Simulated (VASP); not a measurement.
# Si in VASP: a series of runs, part 2 of 2

VASP 6.6.1.

**4. Single point, r2SCAN**

Input file POSCAR:

```
Si
1.0
    3.8496339811      0.0000000000      0.0000000000
   -1.9248169906      3.3338808229      0.0000000000
    0.0000000000      0.0000000000     23.0722000000
Si
6
Direct
    0.0000000000      0.0000000000      0.3494427333
    0.3333333333      0.6666666667      0.3783473271
    0.3333333333      0.6666666667      0.4835583769
    0.6666666667      0.3333333333      0.5164416177
    0.6666666667      0.3333333333      0.6216526709
    0.0000000000      0.0000000000      0.6505572724
```

Input file INCAR.step1:

```
  PREC = Accurate
  ENCUT = 520
  ISMEAR = -1
  SIGMA = 0.02
  LREAL = False
  LASPH = True
  NELM = 60
  NBANDS = 21
  GGA = PE
  ALGO = Normal
  EDIFF = 1E-4
  LWAVE = True
  LCHARG = False
```

Input file INCAR.step2:

```
  PREC = Accurate
  ENCUT = 520
  EDIFF = 1E-6
  ISMEAR = -1
  SIGMA = 0.02
  LREAL = False
  LASPH = True
  NELM = 60
  ALGO = Normal
  ISIF = 2
  LWAVE = False
  LCHARG = False
  METAGGA = R2SCAN
  LMIXTAU = True
  NBANDS = 21
  ISTART = 1
```

Input file KPOINTS:

```
Automatic mesh
0
Gamma
  9 9 1
```

Potentials or basis: VASP PAW PBE potentials, release 64 (Si).

Started as:

```sh
cat potpaw_PBE.64/Si/POTCAR > POTCAR
cp INCAR.step1 INCAR
mpirun -np 1 vasp_std > vasp.out
cp INCAR.step2 INCAR
mpirun -np 1 vasp_std > vasp.out
```

OUTCAR:

```text
PREC = Accurate
   ENCUT = 520
   EDIFF = 1E-6
   ISMEAR = -1
   LREAL = False
   LASPH = True
   NELM = 60
   ISIF = 2
   METAGGA = R2SCAN
   ISTART = 1

 ion  position               nearest neighbor table
   1  0.000  0.000  0.349-   2 2.32   2 2.32   2 2.32
   2  0.333  0.667  0.378-   1 2.32   1 2.32   1 2.32   3 2.43
   3  0.333  0.667  0.484-   4 2.35   4 2.35   4 2.35   2 2.43
   4  0.667  0.333  0.516-   3 2.35   3 2.35   3 2.35   5 2.43
   5  0.667  0.333  0.622-   6 2.32   6 2.32   6 2.32   4 2.43
   6  0.000  0.000  0.651-   5 2.32   5 2.32   5 2.32

  LATTYP: Found a hexagonal cell.
 ALAT       =     3.8496339811
 C/A-ratio  =     5.9933490075

  Lattice vectors:

 A1 = (   3.8496339811,   0.0000000000,   0.0000000000)
 A2 = (  -1.9248169906,   3.3338808229,   0.0000000000)
 A3 = (   0.0000000000,   0.0000000000,  23.0722000000)

Analysis of symmetry for initial positions (statically):
=====================================================================
 Subroutine PRICEL returns:
 Original cell was already a primitive cell.

 Routine SETGRP: Setting up the symmetry group for a
 hexagonal supercell.

 Subroutine GETGRP returns: Found 12 space group operations
 (whereof 12 operations were pure point group operations)
 out of a pool of 24 trial point group operations.

The static configuration has the point symmetry D_3d.

Analysis of symmetry for dynamics (positions and initial velocities):
=====================================================================
 Subroutine PRICEL returns:
 Original cell was already a primitive cell.

 Routine SETGRP: Setting up the symmetry group for a
 hexagonal supercell.

 Subroutine GETGRP returns: Found 12 space group operations
 (whereof 12 operations were pure point group operations)
 out of a pool of 24 trial point group operations.
[... 113 lines left out ...]
   IALGO  =     38    algorithm
   IMIX   =      4    mixing-type and parameters
     AMIX     =   0.40;   BMIX     =  1.00
     AMIX_MAG =   1.60;   BMIX_MAG =  1.00
  volume/ion in A,a.u.               =      49.35       333.05
  Fermi-wavevector in a.u.,A,eV,Ry     =   0.708477  1.338827  6.829303  0.501940
  Thomas-Fermi vector in A             =   1.794803
   LORBIT       =      0    0 simple, 1 ext, 2 COOP (PROOUT), +10 PAW based schemes
   METAGGA = R2SCAN    functional components
   LHFCALC =     F    Hartree Fock is set to
   AEXX    =    0.0000 exact exchange contribution
   IVDW    =     0    specifies the selected vdW correction
   LEPSILON=     F    determine dielectric tensor
   LRPA    =     F    only Hartree local field effects (RPA)
 non-spin polarized calculation
  energy-cutoff  :      520.00
  volume of cell :      296.11
 maximum number of plane-waves:      8019
 NGX is ok and might be reduce to    30
   NGX = 15   NGY = 15   NGZ = 85

 number of electron      24.0000002 magnetization

 Free energy of the ion-electron system (eV)
  ---------------------------------------------------
  ext. energy  EPLUGINS =         0.00000000
  ---------------------------------------------------
  free energy    TOTEN  =       -49.95781765 eV

  energy without entropy =      -49.94993730  energy(sigma->0) =      -49.95387748

 E-fermi :  -0.5654     XC(G=0):  -4.5656

 val. band max:       -0.6231806729   @ k =   0.2222   0.1111   0.0000
 cond. band min:      -0.5630461333   @ k =   0.4444   0.1111   0.0000
 fundamental gap:      0.0601345396
 Fermi energy:        -0.5654305317

 k-point     1 :       0.0000    0.0000    0.0000
  band No.  band energies     occupation
      1     -12.8814      2.00000
      2     -12.1429      2.00000
      3     -11.1853      2.00000
      4      -6.6517      2.00000
      5      -4.3175      2.00000
      6      -1.8546      2.00000
[... 277 lines left out ...]
     20       5.7082      0.00000
     21       5.7082      0.00000

------------------------ aborting loop because EDIFF is reached ----------------------------------------

  FORCE on cell =-STRESS in cart. coord.  units (eV):
  Direction    XX          YY          ZZ          XY          YZ          ZX
  --------------------------------------------------------------------------------------
  -------------------------------------------------------------------------------------
  Total       -0.3894379     -0.3894379     -0.1150357      0.0000000      0.0000000      0.0000000
  in kB       -2.1071249     -2.1071249     -0.6224218      0.0000000      0.0000000      0.0000000
  external PRESSURE =      -1.6122238 kB  Pullay stress =       0.0000000 kB

 VOLUME and BASIS-vectors are now :
 -----------------------------------------------------------------------------
  energy-cutoff  :      520.00
  volume of cell :      296.11
      direct lattice vectors                 reciprocal lattice vectors
     3.849633981  0.000000000  0.000000000     0.259764956  0.149975367  0.000000000
    -1.924816991  3.333880823  0.000000000     0.000000000  0.299950734  0.000000000
     0.000000000  0.000000000 23.072200000     0.000000000  0.000000000  0.043342204

 POSITION                                       TOTAL-FORCE (eV/Angst)
 -----------------------------------------------------------------------------------
      0.00000      0.00000      8.06241         0.000000      0.000000      0.019591
     -0.00000      2.22259      8.72931        -0.000000      0.000000     -0.004661
     -0.00000      2.22259     11.15676        -0.000000      0.000000      0.004985
      1.92482      1.11129     11.91544         0.000000     -0.000000     -0.004985
      1.92482      1.11129     14.34289        -0.000000      0.000000      0.004661
      0.00000      0.00000     15.00979         0.000000     -0.000000     -0.019591
 -----------------------------------------------------------------------------------
    total drift:                               -0.000000      0.000000      0.000002

  FREE ENERGIE OF THE ION-ELECTRON SYSTEM (eV)
  ---------------------------------------------------
  free  energy   TOTEN  =       -49.9578176523 eV

  energy  without entropy=      -49.9499373041  energy(sigma->0) =      -49.95387748
```

OUTCAR.step1:

```text
PREC = Accurate
   ENCUT = 520
   ISMEAR = -1
   LREAL = False
   LASPH = True
   NELM = 60
[... 509 lines left out ...]
      1.92482      1.11129     11.91544         0.000000      0.000000      0.042785
      1.92482      1.11129     14.34289        -0.000000      0.000000     -0.053784
      0.00000      0.00000     15.00979        -0.000000      0.000000      0.118421
 -----------------------------------------------------------------------------------
    total drift:                               -0.000000      0.000000     -0.000000

  FREE ENERGIE OF THE ION-ELECTRON SYSTEM (eV)
  ---------------------------------------------------
  free  energy   TOTEN  =       -30.1521395828 eV

  energy  without entropy=      -30.1444943619  energy(sigma->0) =      -30.14831697
```

OSZICAR.step1:

```text
N       E                     dE             d eps       ncg     rms          rms(c)
DAV:   1     0.982291489096E+02    0.98229E+02   -0.78193E+03   504   0.831E+02
DAV:   2    -0.225677908062E+02   -0.12080E+03   -0.11681E+03   722   0.145E+02
DAV:   3    -0.305526768259E+02   -0.79849E+01   -0.78768E+01   619   0.374E+01
DAV:   4    -0.308129710704E+02   -0.26029E+00   -0.25978E+00   769   0.839E+00
DAV:   5    -0.308194882197E+02   -0.65171E-02   -0.65167E-02   801   0.123E+00    0.803E+00
DAV:   6    -0.303389509197E+02    0.48054E+00   -0.42443E-01   607   0.257E+00    0.477E+00
DAV:   7    -0.301498575619E+02    0.18909E+00   -0.54070E-01   631   0.299E+00    0.567E-01
DAV:   8    -0.301530347685E+02   -0.31772E-02   -0.39732E-02   715   0.966E-01    0.284E-01
DAV:   9    -0.301524834029E+02    0.55137E-03   -0.42869E-03   686   0.307E-01    0.144E-01
DAV:  10    -0.301523079445E+02    0.17546E-03   -0.74723E-04   712   0.133E-01    0.702E-02
DAV:  11    -0.301520466872E+02    0.26126E-03   -0.56199E-04   667   0.966E-02    0.271E-02
DAV:  12    -0.301521395828E+02   -0.92896E-04   -0.17571E-04   611   0.475E-02
   1 F= -.30152140E+02 E0= -.30148317E+02  d E =-.764522E-02
```

It took 4.5 min on 1 thread of Intel Xeon 6975P-C (Granite Rapids), shared host; peak memory 0.43 GiB.

Results:

- Free energy: -49.9578 eV
- Largest force: 0.020 eV/Å
- Band gap on the k mesh: zero (band 12 reaches -0.55 eV, above the bottom of band 13 at -0.56 eV)

Forces on the atoms (eV/Å):
```
Si   0.000  0.000  0.020
Si   0.000  0.000 -0.005
Si   0.000  0.000  0.005
Si   0.000  0.000 -0.005
Si   0.000  0.000  0.005
Si   0.000  0.000 -0.020
```

Levels at points of the mesh, in eV from the Fermi level:
```csv
k point,band 9,band 10,band 11,band 12,band 13,band 14,band 15,band 16
"(0.00, 0.00, 0.00)",-0.93,-0.63,-0.45,-0.45,1.10,1.92,2.78,3.07
```

Caveat: the PAW data sets were made with another functional, which shifts forces and pressure a little.

**5. Summary**

```csv
dipole correction,electric field (eV/Å),gap on the mesh (eV),largest force (eV/Å)
yes,-,none,0.02
yes,0.3,none,0.04
no,-,none,0.02
```

Alike in all rows: task single point; level r2SCAN; potentials or basis VASP PAW PBE potentials, release 64 (Si); no spin polarisation; cell as given; k mesh 9 × 9 × 1; cutoff (eV) 520; smearing fermi-dirac 0.02 eV.

Every run on the cell as given and a fine mesh finds a metal.

Caveats: the PAW data sets were made with another functional, which shifts forces and pressure a little.

Absolute energies hang on the potentials; compare differences alone.
